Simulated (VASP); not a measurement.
Input of a VASP 6.6.1 run:

Contents of INCAR:

```
SYSTEM = Tl
ALGO     = Normal         ! electronic algorithm
EDIFF    = 1E-6           ! SCF threshold, eV
ENCUT    = 500            ! plane-wave cutoff, eV
GGA      = PS             ! functional
GGA_COMPAT= .FALSE.      
ISIF     = 2              ! what is computed and relaxed
ISMEAR   = 0              ! smearing method
LASPH    = .TRUE.         ! aspherical terms in the spheres
LCHARG   = .FALSE.        ! write CHGCAR
LREAL    = .FALSE.        ! projectors in reciprocal space
LWAVE    = .FALSE.        ! write WAVECAR
NBANDS   = 12             ! bands
NELM     = 120            ! most SCF steps
PREC     = Accurate       ! precision mode
SIGMA    = 0.1            ! smearing width, eV
```

The input KPOINTS:

```
k-points
0
G
  6 6 6
  0 0 0
```

The input POSCAR:

```
Tl
1.0
   -1.9410000000      1.9410000000      1.9410000000
    1.9410000000     -1.9410000000      1.9410000000
    1.9410000000      1.9410000000     -1.9410000000
Tl
1
Direct
    0.0000000000      0.0000000000      0.0000000000
```

Potentials or basis: VASP PAW PBE potentials, release 64 (Tl_d).

The run is started by

```sh
$ cat potpaw_PBE.64/Tl_d/POTCAR > POTCAR
$ mpirun -np 1 vasp_std > vasp.out
```

Q: Predict the pressure.

A: -0.7 GPa.

Caveat: the k points lie up to 0.38 Å⁻¹ apart; the PAW data sets were made with another functional, which shifts forces and pressure a little.
